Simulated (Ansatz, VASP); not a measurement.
**One calculation of CaO, two programs**

```
Ca O
1.0
     2.79854    0.00000    0.00000
    -1.39927    2.42361    0.00000
     0.00000    0.00000    4.42951
Ca O
1 1
Direct
  0.00000 0.00000 0.00000
  0.33333 0.66667 0.50000
```

Change from the starting cell: species swapped into the TcRu type (P-6m2, No. 187).

Alike in both runs: task single point; functional PBE; k mesh 6 × 6 × 4; occupations gaussian, width 0.1 eV; collinear spin.

```csv
,VASP,Ansatz
version,VASP 6.6.1,Ansatz 0.2.0
potentials or method,"VASP PAW PBE potentials, release 64 (Ca_sv, O), cutoff 520 eV","scalar-relativistic, plane waves, PAW"
valence electrons in the cell,16,16
```

|  | VASP | Ansatz | Ansatz less VASP |
| --- | --- | --- | --- |
| gap on the k mesh at the Fermi level (eV) | none | none | - |
| pressure (GPa) | -0.9 | 0.0 | +0.89 |
| traceless stress, the component that is largest in VASP (GPa) | -69.51 | -66.68 | +2.826 |
| net moment per atom (μB) | 0.08 | 0.17 | +0.088 |
| size of the moment on the site where the two differ most (μB) | 0.12 | 0.56 | +0.447 |

Site moments also hang on the region over which each program counts them. A gap of «none» marks a metal or a gap that the smearing closes.

The k mesh is coarse, so the values compare programs but aren't converged.
